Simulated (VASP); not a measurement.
Write the native input for VASP 6.6.1 that does the following.

```yaml
Task: relaxation of cell and atoms
Functional: PBE
Potentials_or_basis: VASP PAW PBE potentials, release 64 (Li_sv)
Cutoff: 600 eV
k_mesh: 17 × 17 × 17
Occupations: fermi-dirac, width 0.08 eV
Spin: no spin polarisation
Target_pressure: 30 GPa
Dipole_correction: no
Further_INCAR_settings: ALGO = Normal; EDIFF = 1e-07; IBRION = 2; EDIFFG = -0.005; NSW = 32; ISIF = 3
```

The structure of Li lies in POSCAR:

```
Li
1.0
    2.1414024708      0.0000000000      0.0000000000
    0.0000000000      2.1414024708      0.0000000000
    0.0000000000      0.0000000000      2.1414024708
Li
1
Direct
    0.0000000000      0.0000000000      0.0000000000
```

These files were run (other wordings do the same):

INCAR

```
SYSTEM = Li
ALGO     = Normal         ! electronic algorithm
EDIFF    = 1E-7           ! SCF threshold, eV
EDIFFG   = -0.005         ! ionic threshold
ENCUT    = 600            ! plane-wave cutoff, eV
GGA      = PE             ! functional
IBRION   = 2              ! ionic algorithm
ISIF     = 3              ! what is computed and relaxed
ISMEAR   = -1             ! smearing method
LASPH    = .TRUE.         ! aspherical terms in the spheres
LCHARG   = .FALSE.        ! write CHGCAR
LREAL    = .FALSE.        ! projectors in reciprocal space
LWAVE    = .FALSE.        ! write WAVECAR
NELM     = 100            ! most SCF steps
NSW      = 32             ! ionic steps
PREC     = Accurate       ! precision mode
PSTRESS  = 300.0        
SIGMA    = 0.08           ! smearing width, eV
```

KPOINTS

```
k-points
0
G
  17 17 17
  0 0 0
```

Potentials or basis: VASP PAW PBE potentials, release 64 (Li_sv).

Launch:

```console
$ cat potpaw_PBE.64/Li_sv/POTCAR > POTCAR
$ mpirun -np 1 vasp_std > vasp.out
```

It gave:

```json
{"Relaxed volume": "9.80 Å³/atom", "Relaxed cell": "a = 2.140 Å, b = 2.140 Å, c = 2.140 Å, α = 90.00°, β = 90.00°, γ = 90.00°", "Space group after relaxing (to 0.05 Å)": "Pm-3m (No. 221)", "Energy change on relaxing (the enthalpy is what falls)": "+3.0 meV/atom", "Ionic steps": "2", "Pressure after relaxing": "29.9 GPa"}
```

Caveat: the cutoff is under 1.25 times the usual one of these potentials, so pressure, stress and relaxed cells hold a basis-set (Pulay) error; the cell is relaxed towards a set pressure, so the enthalpy falls and the energy may rise.

It took 6.2 s on 1 thread of Intel(R) Xeon(R) Platinum 8559C (Emerald Rapids), on a shared host, peak memory 0.11 GiB.
